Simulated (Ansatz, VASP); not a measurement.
Two plane-wave programs on BiSe4

The input INCAR:

```
SYSTEM = BiSe4
PREC = Accurate
ENCUT = 600
EDIFF = 1E-6
ISMEAR = 0
SIGMA = 0.1
LREAL = .False.
LASPH = .True.
NELM = 100
ALGO = Normal
ISIF = 3
LWAVE = .False.
LCHARG = .False.
GGA = PE
IBRION = 2
NSW = 90
EDIFFG = -0.04
```

The input KPOINTS:

```
Automatic mesh
0
Gamma
  4 4 4
  0 0 0
```

Contents of POSCAR:

```
BiSe4
1.0
    5.6126582200      0.0000000000      0.0000000000
    0.0000000000      5.6126582200      0.0000000000
    0.0000000000      0.0000000000      5.6126582200
Bi Se
1 4
Direct
    0.0000000000      0.0000000000      0.0000000000
    0.2437810800      0.7562189200      0.7562189200
    0.7562189200      0.2437810800      0.7562189200
    0.7562189200      0.7562189200      0.2437810800
    0.2437810800      0.2437810800      0.2437810800
```

Input for Ansatz:

```yaml
crystal:
  lattice:
    - [5.61265822, 0.0, 0.0]
    - [0.0, 5.61265822, 0.0]
    - [0.0, 0.0, 5.61265822]
  atoms:
    - { symbol: Bi, position: [0.0, 0.0, 0.0] }
    - { symbol: Se, position: [0.24378108, 0.75621892, 0.75621892] }
    - { symbol: Se, position: [0.75621892, 0.24378108, 0.75621892] }
    - { symbol: Se, position: [0.75621892, 0.75621892, 0.24378108] }
    - { symbol: Se, position: [0.24378108, 0.24378108, 0.24378108] }
basis:
  ecutwfc: 420
kpoints:
  mp_grid: { grid: [4, 4, 4] }
hamiltonian:
  xc: pbe
scf:
  occupations: { method: gaussian, width: 0.1 }
  lower_state_search: "off"
output:
  forces: true
  stress: true
  eigenvalues: true
relax:
  adjacent_minimum: "off"
  f_tol: 0.04
  max_steps: 70
  cell: { stress_tol: 0.4 }
```

Change from the starting cell: species swapped into the SnI4 type (P-43m, No. 215).

Alike in both runs: task relaxation of cell and atoms; functional PBE; k mesh 4 × 4 × 4; occupations gaussian, width 0.1 eV; no spin polarisation.

```csv
,VASP,Ansatz
version,VASP 6.6.1,Ansatz 0.2.0
potentials or method,"VASP PAW PBE potentials, release 64 (Bi_d, Se), cutoff 600 eV","scalar-relativistic, plane waves, PAW"
valence electrons in the cell,39,79
```

VASP gave:

```
gap on the k mesh at the Fermi level, each at its own relaxed structure (eV) : none
relaxed volume (Å³/atom)                                                     : 28.28
relaxed cell length with the largest relative difference (Å)                 : 5.210
```

What did Ansatz give for the same quantities?

gap on the k mesh at the Fermi level, each at its own relaxed structure (eV): none; relaxed volume (Å³/atom): 28.34; relaxed cell length with the largest relative difference (Å): 5.214.

A gap of «none» marks a metal or a gap that the smearing closes. VASP's potentials hold 39 valence electrons a cell and Ansatz's 79, so a difference there can come from the potentials and not from the codes.

Spin-orbit coupling is off throughout. Noted on VASP's run: the volume moved by over 15 % at a fixed basis, so the end points are rough.
